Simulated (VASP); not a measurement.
# CuSi16 (a cell with a defect) in VASP: notebook

CuSi16 (a cell with a defect) is run at these levels: PBEsol; tasks: single point.

Program: VASP 6.6.1. These are calculated values, not measurements. Logs are shortened: lines on timing, memory, paths and dates and some standing lists are left out, and cuts for length are marked.

### 1 The cell of the first run

The cell holds a defect, 17 atoms: a = 7.679 Å, b = 7.679 Å, c = 7.679 Å, α = 60.00°, β = 60.00°, γ = 60.00°.

### 2 Single point, PBEsol

INCAR reads:

```
SYSTEM = CuSi16
PREC = Accurate ; ENCUT = 520
EDIFF = 1E-7 ; ISMEAR = 0
SIGMA = 0.02 ; LREAL = Auto
LASPH = .True. ; NELM = 60
ALGO = Normal ; ISIF = 2
LWAVE = .False. ; LCHARG = .False.
GGA = PS ; NELECT = 74.0
NBANDS = 52
```

KPOINTS reads:

```
Automatic mesh
0
Gamma
  2 2 2
  0 0 0
```

POSCAR reads:

```
CuSi16
1.0
    0.0000000000      5.4300000000      5.4300000000
    5.4300000000      0.0000000000      5.4300000000
    5.4300000000      5.4300000000      0.0000000000
Si Cu
16 1
Direct
    0.0066685866     -0.0169971858      0.0068636455
    0.1261098120      0.1148341272      0.1262794290
    0.0101508426     -0.0004958000      0.4989247346
    0.1418388939      0.1190212801      0.6183696525
   -0.0126033451      0.4881337520     -0.0124488907
    0.1113679814      0.6121854824      0.1115666101
    0.0066291069      0.5075441357      0.4823734639
    0.1261284106      0.6268573925      0.6142496162
    0.4987559371     -0.0005002545      0.0103283146
    0.6181715630      0.1190329490      0.1420316002
    0.5128887045      0.0138002063      0.5130802582
    0.6369251758      0.1376586740      0.6371013457
    0.4821740906      0.5075515188      0.0068318654
    0.6140944552      0.6268540637      0.1262946839
    0.4987708503      0.5108934573      0.4989351560
    0.6181468617      0.6427453378      0.6183564337
    0.8135934730      0.3144533636      0.8137885813
```

Potentials or basis: VASP PAW PBE potentials, release 64 (Si, Cu).

Launch:

```sh
cat potpaw_PBE.64/Si/POTCAR potpaw_PBE.64/Cu/POTCAR > POTCAR
mpirun -np 1 vasp_std > vasp.out
```

OUTCAR:

```text
SYSTEM = CuSi16
   PREC = Accurate
   ENCUT = 520
   EDIFF = 1E-7
   ISMEAR = 0
   LREAL = Auto
   LASPH = .True.
   NELM = 60
   ISIF = 2
   GGA = PS
   NELECT = 74.0

 ion  position               nearest neighbor table
   1  0.007  0.983  0.007-   2 2.32   6 2.34  17 2.35   4 2.44  10 2.44
   2  0.126  0.115  0.126-   1 2.32   3 2.34   9 2.34   5 2.35
   3  0.010  1.000  0.499-   4 2.32   2 2.34   8 2.34  12 2.35
   4  0.142  0.119  0.618-   3 2.32  11 2.34  17 2.35   1 2.44   7 2.44
   5  0.987  0.488  0.988-   6 2.33   2 2.35   8 2.35  14 2.35
   6  0.111  0.612  0.112-   5 2.33   7 2.34  13 2.34   1 2.34
   7  0.007  0.508  0.482-   8 2.32   6 2.34  17 2.35  16 2.44   4 2.44
   8  0.126  0.627  0.614-   7 2.32  15 2.34   3 2.34   5 2.35
   9  0.499  0.999  0.010-  10 2.32  14 2.34   2 2.34  12 2.35
  10  0.618  0.119  0.142-   9 2.32  11 2.34  17 2.35   1 2.44  13 2.44
  11  0.513  0.014  0.513-  12 2.33  10 2.34   4 2.34  16 2.34
  12  0.637  0.138  0.637-  11 2.33   3 2.35   9 2.35  15 2.35
  13  0.482  0.508  0.007-  14 2.32   6 2.34  17 2.35  16 2.44  10 2.44
  14  0.614  0.627  0.126-  13 2.32  15 2.34   9 2.34   5 2.35
  15  0.499  0.511  0.499-  16 2.32  14 2.34   8 2.34  12 2.35
  16  0.618  0.643  0.618-  15 2.32  11 2.34  17 2.35  13 2.44   7 2.44
  17  0.814  0.314  0.814-   7 2.35  13 2.35   1 2.35  10 2.35   4 2.35  16 2.35

  LATTYP: Found a face centered cubic cell.
 ALAT       =    10.8600000000

  Lattice vectors:

 A1 = (   0.0000000000,   5.4300000000,   5.4300000000)
 A2 = (   5.4300000000,   0.0000000000,   5.4300000000)
 A3 = (   5.4300000000,   5.4300000000,   0.0000000000)

Analysis of symmetry for initial positions (statically):
=====================================================================
 Subroutine PRICEL returns:
 Original cell was already a primitive cell.

 Routine SETGRP: Setting up the symmetry group for a
 face centered cubic supercell.

 Subroutine GETGRP returns: Found  1 space group operations
 (whereof  1 operations were pure point group operations)
 out of a pool of 48 trial point group operations.

The static configuration has the point symmetry C_1 .

Analysis of symmetry for dynamics (positions and initial velocities):
=====================================================================
 Subroutine PRICEL returns:
 Original cell was already a primitive cell.

 Routine SETGRP: Setting up the symmetry group for a
 face centered cubic supercell.

 Subroutine GETGRP returns: Found  1 space group operations
 (whereof  1 operations were pure point group operations)
[... 121 lines left out ...]
   ISIF   =      2    stress and relaxation
   ISYM   =      2    0-nonsym 1-usesym 2-fastsym
   POTIM  = 0.5000    time-step for ionic-motion
   TEBEG  =    0.0;   TEEND  =   0.0 temperature during run
   PSTRESS=    0.0 pullay stress
   NELECT =      74.0000    total number of electrons
   NUPDOWN=      -1.0000    fix difference up-down
   EMIN   =  10.00;   EMAX   =-10.00  energy-range for DOS
   EFERMI =   0.00;   METHOD = LEGACY
   ISMEAR =     0;   SIGMA  =   0.02  broadening in eV -4-tet -1-fermi 0-gaus
   EFERMI_NEDOS =   21; number of points for ismear=-14 and -15
   IALGO  =     38    algorithm
   IMIX   =      4    mixing-type and parameters
     AMIX     =   0.40;   BMIX     =  1.00
     AMIX_MAG =   1.60;   BMIX_MAG =  1.00
  volume/ion in A,a.u.               =      18.84       127.11
  Fermi-wavevector in a.u.,A,eV,Ry     =   1.004636  1.898488 13.732283  1.009294
  Thomas-Fermi vector in A             =   2.137265
   LORBIT       =      0    0 simple, 1 ext, 2 COOP (PROOUT), +10 PAW based schemes
   GGA     = PS    functional components
   LHFCALC =     F    Hartree Fock is set to
   AEXX    =    0.0000 exact exchange contribution
   IVDW    =     0    specifies the selected vdW correction
   LEPSILON=     F    determine dielectric tensor
   LRPA    =     F    only Hartree local field effects (RPA)
 non-spin polarized calculation
 Gauss-broadening in eV      SIGMA  =   0.02
  energy-cutoff  :      520.00
  volume of cell :      320.21
 maximum number of plane-waves:      8646
 NGX is ok and might be reduce to    60
   NGX = 29   NGY = 29   NGZ = 29

 number of electron      74.0000002 magnetization

 Free energy of the ion-electron system (eV)
  ---------------------------------------------------
  ext. energy  EPLUGINS =         0.00000000
  ---------------------------------------------------
  free energy    TOTEN  =      -100.05998896 eV

  energy without entropy =     -100.05998282  energy(sigma->0) =     -100.05998589

 E-fermi :   6.3468     XC(G=0):  -9.7631

 val. band max:        6.2971746825   @ k =   0.0000   0.0000   0.0000
 cond. band min:       6.3986027166   @ k =   0.0000   0.0000   0.0000
 fundamental gap:      0.1014280341
 Fermi energy:         6.3467786876

 k-point     1 :       0.0000    0.0000    0.0000
  band No.  band energies     occupation
      1      -5.9811      2.00000
      2      -3.6167      2.00000
      3      -3.5711      2.00000
      4      -3.5710      2.00000
      5      -3.5154      2.00000
      6      -2.0130      2.00000
[... 405 lines left out ...]
     48      10.3055      0.00000
     49      10.3215      0.00000
 [bands above 49 left out]

------------------------ aborting loop because EDIFF is reached ----------------------------------------

  FORCE on cell =-STRESS in cart. coord.  units (eV):
  Direction    XX          YY          ZZ          XY          YZ          ZX
  --------------------------------------------------------------------------------------
  -------------------------------------------------------------------------------------
  Total       -5.1394986     -5.1406383     -5.1400499      0.6336735      0.6337747      0.6299769
  in kB      -25.7159070    -25.7216096    -25.7186659      3.1706379      3.1711440      3.1521414
  external PRESSURE =     -25.7187275 kB  Pullay stress =       0.0000000 kB

 VOLUME and BASIS-vectors are now :
 -----------------------------------------------------------------------------
  energy-cutoff  :      520.00
  volume of cell :      320.21
      direct lattice vectors                 reciprocal lattice vectors
     0.000000000  5.430000000  5.430000000    -0.092081031  0.092081031  0.092081031
     5.430000000  0.000000000  5.430000000     0.092081031 -0.092081031  0.092081031
     5.430000000  5.430000000  0.000000000     0.092081031  0.092081031 -0.092081031

 POSITION                                       TOTAL-FORCE (eV/Angst)
 -----------------------------------------------------------------------------------
      5.37497      0.07348      5.37392        -0.006191      0.003944     -0.005372
      1.30925      1.37047      1.30833         0.001616      0.003373      0.000579
      8.13647      2.76428      5.48243        -0.005290     -0.000363     -0.001061
      4.00403      4.12793      1.41647        -0.002767      0.005093      0.004070
      8.01297     10.72397      8.01213         0.001193     -0.001231      0.000696
      3.92997      1.21053      3.92890         0.002328      0.002259      0.002400
[... 9 lines left out ...]
      6.84778      6.71421      6.84664         0.004203     -0.001527      0.004821
      6.12635      8.83668      6.12529        -0.000736     -0.000462     -0.000701
 -----------------------------------------------------------------------------------
    total drift:                               -0.003050     -0.006838     -0.004239

  FREE ENERGIE OF THE ION-ELECTRON SYSTEM (eV)
  ---------------------------------------------------
  free  energy   TOTEN  =      -100.0599889646 eV

  energy  without entropy=     -100.0599828192  energy(sigma->0) =     -100.05998589
```

stdout:

```text
POSCAR found type information on POSCAR SiCu
 POSCAR found :  2 types and      17 ions
 scaLAPACK will be used
 -----------------------------------------------------------------------------
|                                                                             |
|                                                                             |
|     You enforced a specific xc type in the INCAR file but a different       |
|     I HOPE YOU KNOW WHAT YOU ARE DOING!                                     |
|                                                                             |
 -----------------------------------------------------------------------------

 LDA part: xc-table for (Slater+PW92), standard interpolation
 POSCAR, INCAR and KPOINTS ok, starting setup
 FFT: planning ... GRIDC
 FFT: planning ... GRID_SOFT
 FFT: planning ... GRID
 WAVECAR not read
 entering main loop
 the old and the new charge density differ
 old charge density:    75.00000 new   74.00000
    0.221E+01
```

It took 10 min on 1 thread of Intel Xeon 8259CL, shared host; peak memory 0.5 GiB.

Results:

| Item | Value |
| --- | --- |
| Free energy | -100.0600 eV |
| Largest force | 0.010 eV/Å |

Forces on the atoms (eV/Å):
```
Si  -0.006  0.004 -0.005
Si   0.002  0.003  0.001
Si  -0.005  0.000 -0.001
Si  -0.003  0.005  0.004
Si   0.001 -0.001  0.001
Si   0.002  0.002  0.002
Si  -0.007 -0.006  0.004
Si   0.003  0.001  0.004
Si  -0.001 -0.001 -0.006
Si   0.004  0.005 -0.002
Si  -0.001 -0.002 -0.001
Si   0.001  0.000  0.001
Si   0.004 -0.005 -0.006
Si   0.004  0.001  0.002
Si  -0.001 -0.005 -0.001
Si   0.004 -0.002  0.005
Cu  -0.001  0.000 -0.001
```

Levels at points of the mesh, in eV from the Fermi level:
```
           k point  band 33  band 34  band 35  band 36  band 37  band 38  band 39  band 40  band 41  band 42
(0.00, 0.00, 0.00)    -1.14    -1.14    -0.53    -0.19    -0.05     0.05     0.05     0.47     0.47     0.69
(0.50, 0.00, 0.00)    -2.00    -1.08    -0.99    -0.91    -0.72     0.59     0.96     1.02     1.21     1.31
(0.00, 0.50, 0.00)    -2.00    -1.08    -0.99    -0.91    -0.72     0.59     0.96     1.02     1.21     1.31
(0.00, 0.00, 0.50)    -2.00    -1.08    -0.99    -0.91    -0.72     0.59     0.96     1.02     1.21     1.31
(0.50, 0.50, 0.50)    -2.17    -0.90    -0.90    -0.51    -0.51     0.51     0.89     1.39     1.39     1.49
(0.50, 0.50, 0.00)    -1.82    -1.69    -1.47    -1.45    -1.16     0.65     0.75     1.81     2.02     2.15
(0.00, 0.50, 0.50)    -1.82    -1.69    -1.47    -1.45    -1.16     0.65     0.75     1.81     2.02     2.15
(0.50, 0.00, 0.50)    -1.82    -1.69    -1.47    -1.45    -1.16     0.65     0.75     1.81     2.02     2.15
```

Caveat: the k points lie up to 0.50 Å⁻¹ apart; the cell carries a net charge on a neutralising background, which shifts energy and pressure; the cell is charged against a uniform background, so pressure and absolute levels hang on convention; the PAW data sets were made with another functional, which shifts forces and pressure a little.

(Part 1 of 2 ends here.)
